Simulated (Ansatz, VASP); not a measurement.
# Two plane-wave programs on TaSi2

```
Ta Si
1.0
     4.80510    0.00000    0.00000
    -2.40255    4.16134    0.00000
     0.00000    0.00000    6.59887
Ta Si
3 6
Direct
  0.50000 0.00000 0.50000
  0.50000 0.50000 0.83333
  0.00000 0.50000 0.16667
  0.16853 0.33706 0.50000
  0.84108 0.15892 0.83333
  0.68216 0.84108 0.16667
  0.84108 0.68216 0.50000
  0.15892 0.84108 0.83333
  0.31784 0.15892 0.16667
```

Alike in both runs: task single point; functional PBE; k mesh 9 × 9 × 6; occupations gaussian, width 0.15 eV; no spin polarisation.

```csv
,VASP,Ansatz
version,VASP 6.6.1,Ansatz 0.2.0
potentials or method,"VASP PAW PBE potentials, release 64 (Ta_pv, Si), cutoff 520 eV","scalar-relativistic, plane waves, PAW"
valence electrons in the cell,57,63
```

|  | VASP | Ansatz | Ansatz less VASP |
| --- | --- | --- | --- |
| gap on the k mesh at the Fermi level (eV) | none | none | - |
| pressure (GPa) | 0.2 | 0.1 | -0.09 |
| traceless stress, the component that is largest in VASP (GPa) | 0.28 | 0.27 | -0.011 |
| rms of the force components (eV/Å) | 0.138 | 0.137 | -0.0011 |

Atom by atom the forces differ by 0.002 eV/Å (rms over components). A gap of «none» marks a metal or a gap that the smearing closes. VASP's potentials hold 57 valence electrons a cell and Ansatz's 63, so a difference there can come from the potentials and not from the codes.

Spin-orbit coupling is off throughout.
